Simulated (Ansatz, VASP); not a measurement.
Two plane-wave programs on GaN

```
Ga N
1.0
     3.17717    0.00000    0.00000
    -1.58858    2.75151    0.00000
     0.00000    0.00000    5.17522
Ga N
2 2
Direct
  0.33333 0.66667 0.99917
  0.66667 0.33333 0.49917
  0.33333 0.66667 0.37583
  0.66667 0.33333 0.87583
```

Alike in both runs: task single point; functional PBE; k mesh 4 × 4 × 4; occupations gaussian, width 0.05 eV; no spin polarisation.

|  | VASP | Ansatz |
| --- | --- | --- |
| version | VASP 6.6.1 | Ansatz 0.2.0 |
| potentials or method | VASP PAW PBE potentials, release 64 (Ga_d, N), cutoff 520 eV | scalar-relativistic, plane waves, PAW |
| valence electrons in the cell | 36 | 36 |

VASP gave:

- gap on the k mesh at the Fermi level (eV): 1.97
- least direct gap on the mesh (eV): 1.97
- pressure (GPa): 7.3
- traceless stress, the component that is largest in VASP (GPa): -0.31

**Question.** Estimate Ansatz's values.

**Answer.** gap on the k mesh at the Fermi level (eV): 1.96; least direct gap on the mesh (eV): 1.96; pressure (GPa): 7.3; traceless stress, the component that is largest in VASP (GPa): -0.34.

The k mesh is coarse, so the values compare programs but aren't converged.
